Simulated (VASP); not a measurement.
# Zr3O (P6_322) in VASP: single point with PBEsol

Aim: the single point of Zr3O with PBEsol.

Everything below comes from runs of VASP 6.6.1. Logs are shortened: lines on timing, memory, paths and dates and some standing lists are left out, and cuts for length are marked.

## 1. The cell of the first run

The structure is hexagonal, space group P6_322 (No. 182). Conventional cell: a = 5.584 Å, b = 5.584 Å, c = 5.156 Å, α = 90.00°, β = 90.00°, γ = 120.00°. Within 3.0 Å of Zr (site symmetry 2) lie 2 O at 2.25 Å. Within 3.0 Å of O (site symmetry 32) lie 6 Zr at 2.25 Å.

## 2. Single point, PBEsol

File INCAR:

```
ALGO     = Normal         # electronic algorithm
EDIFF    = 1E-7           # SCF threshold, eV
ENCUT    = 520            # plane-wave cutoff, eV
GGA      = PS             # functional
ISIF     = 2              # what is computed and relaxed
ISMEAR   = 0              # smearing method
LASPH    = True           # aspherical terms in the spheres
LCHARG   = True           # write CHGCAR
LELF     = True           # ELF
LREAL    = False          # projectors in reciprocal space
LVHAR    = True         
LWAVE    = False          # write WAVECAR
NBANDS   = 52             # bands
NELM     = 60             # most SCF steps
PREC     = Accurate       # precision mode
SIGMA    = 0.15           # smearing width, eV
```

File KPOINTS:

```
k-points
0
Gamma
  9 9 8
```

File POSCAR:

```
Zr3O
1.0
    5.5842861704      0.0000000000      0.0000000000
   -2.7921430852      4.8361336855      0.0000000000
    0.0000000000      0.0000000000      5.1557455174
Zr O
6 2
Direct
    0.3394720281      0.0000000000      0.0000000000
    0.3394720281      0.3394720281      0.5000000000
    0.0000000000      0.3394720281      0.0000000000
    0.6605279719      0.0000000000      0.5000000000
    0.6605279719      0.6605279719      0.0000000000
    0.0000000000      0.6605279719      0.5000000000
    0.3333333333      0.6666666667      0.2500000000
    0.6666666667      0.3333333333      0.7500000000
```

Potentials or basis: VASP PAW PBE potentials, release 64 (Zr_sv, O).

Started as:

```bash
cat potpaw_PBE.64/Zr_sv/POTCAR potpaw_PBE.64/O/POTCAR > POTCAR
mpirun -np 1 vasp_std > vasp.out
```

OUTCAR:

```text
EDIFF = 1E-7
   ENCUT = 520
   GGA = PS
   ISIF = 2
   ISMEAR = 0
   LASPH = True
   LREAL = False
   NELM = 60
   PREC = Accurate

 ion  position               nearest neighbor table
   1  0.339  0.000  0.000-   7 2.25   8 2.25   4 3.14   4 3.14   5 3.19   3 3.19   5 3.19   3 3.19
                             2 3.20   2 3.20   6 3.20   6 3.20   3 3.28   5 3.28
   2  0.339  0.339  0.500-   7 2.25   8 2.25   5 3.14   5 3.14   4 3.19   4 3.19   6 3.19   6 3.19
                             1 3.20   1 3.20   3 3.20   3 3.20   6 3.28   4 3.28
   3  0.000  0.339  0.000-   8 2.25   7 2.25   6 3.14   6 3.14   1 3.19   1 3.19   5 3.19   5 3.19
                             4 3.20   4 3.20   2 3.20   2 3.20   5 3.28   1 3.28
   4  0.661  0.000  0.500-   8 2.25   7 2.25   1 3.14   1 3.14   6 3.19   2 3.19   2 3.19   6 3.19
                             3 3.20   5 3.20   5 3.20   3 3.20   6 3.28   2 3.28
   5  0.661  0.661  0.000-   8 2.25   7 2.25   2 3.14   2 3.14   1 3.19   1 3.19   3 3.19   3 3.19
                             4 3.20   4 3.20   6 3.20   6 3.20   3 3.28   1 3.28
   6  0.000  0.661  0.500-   7 2.25   8 2.25   3 3.14   3 3.14   4 3.19   4 3.19   2 3.19   2 3.19
                             1 3.20   1 3.20   5 3.20   5 3.20   2 3.28   4 3.28
   7  0.333  0.667  0.250-   1 2.25   6 2.25   4 2.25   3 2.25   2 2.25   5 2.25
   8  0.667  0.333  0.750-   4 2.25   3 2.25   1 2.25   6 2.25   5 2.25   2 2.25

  LATTYP: Found a hexagonal cell.
 ALAT       =     5.5842861704
 C/A-ratio  =     0.9232595465

  Lattice vectors:

 A1 = (   5.5842861704,   0.0000000000,   0.0000000000)
 A2 = (  -2.7921430852,   4.8361336855,   0.0000000000)
 A3 = (   0.0000000000,   0.0000000000,   5.1557455174)

Analysis of symmetry for initial positions (statically):
=====================================================================
 Subroutine PRICEL returns:
 Original cell was already a primitive cell.

 Routine SETGRP: Setting up the symmetry group for a
 hexagonal supercell.

 Subroutine GETGRP returns: Found 12 space group operations
 (whereof  6 operations were pure point group operations)
 out of a pool of 24 trial point group operations.

The static configuration has the point symmetry D_3 .
 The point group associated with its full space group is D_6 .

Analysis of symmetry for dynamics (positions and initial velocities):
=====================================================================
 Subroutine PRICEL returns:
 Original cell was already a primitive cell.

 Routine SETGRP: Setting up the symmetry group for a
 hexagonal supercell.

 Subroutine GETGRP returns: Found 12 space group operations
 (whereof  6 operations were pure point group operations)
 out of a pool of 24 trial point group operations.

The dynamic configuration has the point symmetry D_3 .
 The point group associated with its full space group is D_6 .

 Subroutine INISYM returns: Found 12 space group operations
 (whereof  6 operations are pure point group operations),
 and found     1 'primitive' translations

----------------------------------------------------------------------------------------

                                     Primitive cell

  volume of cell :     139.2379

  direct lattice vectors                    reciprocal lattice vectors
     5.584286170  0.000000000  0.000000000     0.179073917  0.103388374  0.000000000
    -2.792143085  4.836133686  0.000000000     0.000000000  0.206776749  0.000000000
     0.000000000  0.000000000  5.155745517     0.000000000  0.000000000  0.193958371

  length of vectors
     5.584286170  5.584286170  5.155745517     0.206776749  0.206776749  0.193958371

  position of ions in fractional coordinates (direct lattice)
     0.339472028  0.000000000  0.000000000
     0.339472028  0.339472028  0.500000000
     0.000000000  0.339472028  0.000000000
     0.660527972  0.000000000  0.500000000
     0.660527972  0.660527972  0.000000000
     0.000000000  0.660527972  0.500000000
     0.333333333  0.666666667  0.250000000
     0.666666667  0.333333333  0.750000000

  ion indices of the primitive-cell ions
   primitive index   ion index
                 1           1
                 2           2
                 3           3
                 4           4
                 5           5
                 6           6
                 7           7
                 8           8

----------------------------------------------------------------------------------------

 KPOINTS: k-points

Automatic generation of k-mesh.
 Grid dimensions read from file:
 generate k-points for:    9    9    8

 Generating k-lattice:

  Cartesian coordinates                     Fractional coordinates (reciprocal lattice)
     0.019897102  0.011487597  0.000000000     0.111111111  0.000000000  0.000000000
     0.000000000  0.022975194  0.000000000     0.000000000  0.111111111  0.000000000
     0.000000000  0.000000000  0.024244796     0.000000000  0.000000000  0.125000000

  Length of vectors
     0.022975194  0.022975194  0.024244796

  Shift w.r.t. Gamma in fractional coordinates (k-lattice)
     0.000000000  0.000000000  0.000000000

 Subroutine IBZKPT returns following result:
 ===========================================

 Found     60 irreducible k-points:

 Following reciprocal coordinates:
            Coordinates               Weight
  0.000000  0.000000  0.000000      1.000000
  0.111111  0.000000  0.000000      6.000000
  0.222222  0.000000  0.000000      6.000000
  0.333333  0.000000  0.000000      6.000000
  0.444444  0.000000  0.000000      6.000000
  0.111111  0.111111  0.000000      6.000000
[... 16 lines left out ...]
  0.333333  0.222222  0.125000     24.000000
  0.333333  0.333333  0.125000      4.000000
 [... further k-points ...]
   k-points           NKPTS =     60   k-points in BZ     NKDIM =     60   number of bands    NBANDS=     52
   number of dos      NEDOS =    301   number of ions     NIONS =      8
   total plane-waves  NPLWV =  70560
   dimension x,y,z NGX =    42 NGY =   42 NGZ =   40
   dimension x,y,z NGXF=    84 NGYF=   84 NGZF=   80
   ions per type =               6   2
   NGX,Y,Z   is equivalent  to a cutoff of  12.50, 12.50, 12.90 a.u.
   NGXF,Y,Z  is equivalent  to a cutoff of  25.01, 25.01, 25.80 a.u.
 SYSTEM =  unknown system
   PREC   = accura    normal or accurate (medium, high low for compatibility)
   ISTART =      0    job   : 0-new  1-cont  2-samecut
   ICHARG =      2    charge: 1-file 2-atom 10-const
   ISPIN  =      1    spin polarized calculation?
   LNONCOLLINEAR =      F non collinear calculations
   LSORBIT =      F    spin-orbit coupling
   LASPH  =      T    aspherical Exc in radial PAW
   ENCUT  =  520.0 eV  38.22 Ry    6.18 a.u.  10.38 10.38  9.59*2*pi/ulx,y,z
   NELM   =     60;   NELMIN=  2; NELMDL= -5     # of ELM steps
   EDIFF  = 0.1E-06   stopping-criterion for ELM
   LREAL  =      F    real-space projection
   EDIFFG = 0.1E-05   stopping-criterion for IOM
   NSW    =      0    number of steps for IOM
   IBRION =     -1    ionic relax: 0-MD 1-quasi-New 2-CG
   NFREE  =      0    steps in history (QN), initial steepest desc. (CG)
   ISIF   =      2    stress and relaxation
   ISYM   =      2    0-nonsym 1-usesym 2-fastsym
   POTIM  = 0.5000    time-step for ionic-motion
   TEBEG  =    0.0;   TEEND  =   0.0 temperature during run
   PSTRESS=    0.0 pullay stress
   NELECT =      84.0000    total number of electrons
   NUPDOWN=      -1.0000    fix difference up-down
   EMIN   =  10.00;   EMAX   =-10.00  energy-range for DOS
   EFERMI =   0.00;   METHOD = LEGACY
   ISMEAR =     0;   SIGMA  =   0.15  broadening in eV -4-tet -1-fermi 0-gaus
   EFERMI_NEDOS =   21; number of points for ismear=-14 and -15
   IALGO  =     38    algorithm
   IMIX   =      4    mixing-type and parameters
     AMIX     =   0.40;   BMIX     =  1.00
     AMIX_MAG =   1.60;   BMIX_MAG =  1.00
  volume/ion in A,a.u.               =      17.40       117.45
  Fermi-wavevector in a.u.,A,eV,Ry     =   1.383297  2.614052 26.034894  1.913511
  Thomas-Fermi vector in A             =   2.507908
   LORBIT       =      0    0 simple, 1 ext, 2 COOP (PROOUT), +10 PAW based schemes
   GGA     = PS    functional components
   LHFCALC =     F    Hartree Fock is set to
   AEXX    =    0.0000 exact exchange contribution
   IVDW    =     0    specifies the selected vdW correction
   LEPSILON=     F    determine dielectric tensor
   LRPA    =     F    only Hartree local field effects (RPA)
 non-spin polarized calculation
 Gauss-broadening in eV      SIGMA  =   0.15
  energy-cutoff  :      520.00
  volume of cell :      139.24
 maximum number of plane-waves:      3776
 NGX is ok and might be reduce to    42
   NGX = 21   NGY = 21   NGZ = 19

 number of electron      83.9999999 magnetization

 Free energy of the ion-electron system (eV)
  ---------------------------------------------------
  ext. energy  EPLUGINS =         0.00000000
  ---------------------------------------------------
  free energy    TOTEN  =       -76.71206714 eV

  energy without entropy =      -76.64788490  energy(sigma->0) =      -76.67997602

 E-fermi :   9.7570     XC(G=0): -11.7766

 val. band max:        9.7479599385   @ k =   0.4444   0.1111   0.3750
 cond. band min:       9.7572114267   @ k =   0.2222   0.1111   0.3750
 fundamental gap:      0.0092514882
 Fermi energy:         9.7569878556

 k-point     1 :       0.0000    0.0000    0.0000
  band No.  band energies     occupation
      1     -38.9609      2.00000
      2     -38.7925      2.00000
      3     -38.7769      2.00000
      4     -38.7769      2.00000
      5     -38.7622      2.00000
      6     -38.7622      2.00000
[... 44 lines left out ...]
     51      12.4184      0.00000
     52      12.4943      0.00000

 k-point     2 :       0.1111    0.0000    0.0000
  band No.  band energies     occupation
      1     -38.9557      2.00000
      2     -38.7904      2.00000
      3     -38.7857      2.00000
      4     -38.7833      2.00000
      5     -38.7587      2.00000
      6     -38.7579      2.00000
[... 44 lines left out ...]
     51      12.4032      0.00000
     52      12.4453      0.00000
[... 1153 lines left out ...]
     51      12.7854      0.00000
     52      12.9132      0.00000

 k-point    24 :       0.3333    0.3333    0.1250
  band No.  band energies     occupation
      1     -38.8582      2.00000
      2     -38.8566      2.00000
      3     -38.8363      2.00000
      4     -38.7644      2.00000
      5     -38.7627      2.00000
      6     -38.7551      2.00000
[... 44 lines left out ...]
     51      12.8792      0.00000
     52      13.2295      0.00000

 [... further k-points ...]
[... 5 lines left out ...]
  --------------------------------------------------------------------------------------
  -------------------------------------------------------------------------------------
  Total        0.1412402      0.1412402      0.2380567      0.0000000      0.0000000      0.0000000
  in kB        1.6252178      1.6252178      2.7392617      0.0000000      0.0000000      0.0000000
  external PRESSURE =       1.9965657 kB  Pullay stress =       0.0000000 kB

 VOLUME and BASIS-vectors are now :
 -----------------------------------------------------------------------------
  energy-cutoff  :      520.00
  volume of cell :      139.24
      direct lattice vectors                 reciprocal lattice vectors
     5.584286170  0.000000000  0.000000000     0.179073917  0.103388374  0.000000000
    -2.792143085  4.836133686  0.000000000     0.000000000  0.206776749  0.000000000
     0.000000000  0.000000000  5.155745517     0.000000000  0.000000000  0.193958371

 POSITION                                       TOTAL-FORCE (eV/Angst)
 -----------------------------------------------------------------------------------
      1.89571      0.00000      0.00000         0.002273      0.000000      0.000000
      0.94785      1.64173      2.57787         0.001136      0.001968     -0.000000
     -0.94785      1.64173      0.00000        -0.001136      0.001968     -0.000000
      3.68858      0.00000      2.57787        -0.002273      0.000000     -0.000000
      1.84429      3.19440      0.00000        -0.001136     -0.001968     -0.000000
     -1.84429      3.19440      2.57787         0.001136     -0.001968     -0.000000
     -0.00000      3.22409      1.28894         0.000000      0.000000      0.000000
      2.79214      1.61204      3.86681         0.000000      0.000000      0.000000
 -----------------------------------------------------------------------------------
    total drift:                               -0.000001      0.000000     -0.000000

  FREE ENERGIE OF THE ION-ELECTRON SYSTEM (eV)
  ---------------------------------------------------
  free  energy   TOTEN  =       -76.7120671360 eV

  energy  without entropy=      -76.6478848974  energy(sigma->0) =      -76.67997602
```

Run time: 7.7 min. Hardware: 1 thread of Intel Xeon Platinum 8259CL at 2.50GHz (Skylake/Cascade Lake), shared host; peak memory 0.46 GiB.

What came out:

| Property | Result |
| --- | --- |
| Free energy | -76.7121 eV |
| Pressure | 0.2 GPa |
| Band gap on the k mesh | zero (bands 42 and 43 overlap by 0.81 eV) |

Forces on the atoms (eV/Å):
```
Zr   0.002  0.000  0.000
Zr   0.001  0.002  0.000
Zr  -0.001  0.002  0.000
Zr  -0.002  0.000  0.000
Zr  -0.001 -0.002  0.000
Zr   0.001 -0.002  0.000
O    0.000  0.000  0.000
O    0.000  0.000  0.000
```

Stress tensor (GPa, compression positive):
```
0.16 0.00 0.00
0.00 0.16 0.00
0.00 0.00 0.27
```

Levels at points of the mesh, in eV from the Fermi level:
```
           k point  band 38  band 39  band 40  band 41  band 42  band 43  band 44  band 45  band 46  band 47
(0.00, 0.00, 0.00)    -1.37    -0.98    -0.98     0.18     0.69     0.69     0.76     0.87     0.87     1.34
(0.00, 0.00, 0.50)    -1.06    -0.19    -0.19    -0.01    -0.01     0.00     0.00     0.05     0.05     1.63
```

Caveat: the PAW data sets were made with another functional, which shifts forces and pressure a little.
